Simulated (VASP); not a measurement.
# SO (rock salt type): single point with PBE

The system is SO (rock salt type).

```
CELL_PARAMETERS angstrom
0.00000 2.29549 2.29549
2.29549 0.00000 2.29549
2.29549 2.29549 0.00000
ATOMIC_POSITIONS crystal
S 0.00000 0.00000 0.00000
O 0.50000 0.50000 0.50000
```

```yaml
Program: VASP 6.6.1
Task: single point
Functional: PBE
Potentials_or_basis: VASP PAW PBE potentials, release 64 (S, O)
Cutoff: 520 eV
k_mesh: 21 × 21 × 21
Occupations: fermi-dirac, width 0.0612256 eV
Spin: no spin polarisation
Dipole_correction: no
Further_INCAR_settings: ALGO = Normal; EDIFF = 1e-06; NBANDS = 13
```

```yaml
Pressure: 2.4 GPa
Band_gap_on_the_k_mesh: zero (bands 6 and 7 overlap by 3.10 eV)
```

Levels at points of the mesh, in eV from the Fermi level:
```csv
k point,band 3,band 4,band 5,band 6,band 7,band 8,band 9,band 10
"(0.00, 0.00, 0.00)",-4.23,-4.23,-4.23,1.70,1.70,1.70,9.52,9.52
```

It took 18 s on 1 thread of Intel(R) Xeon(R) 6975P-C (Granite Rapids), on a shared host, peak memory 0.19 GiB.
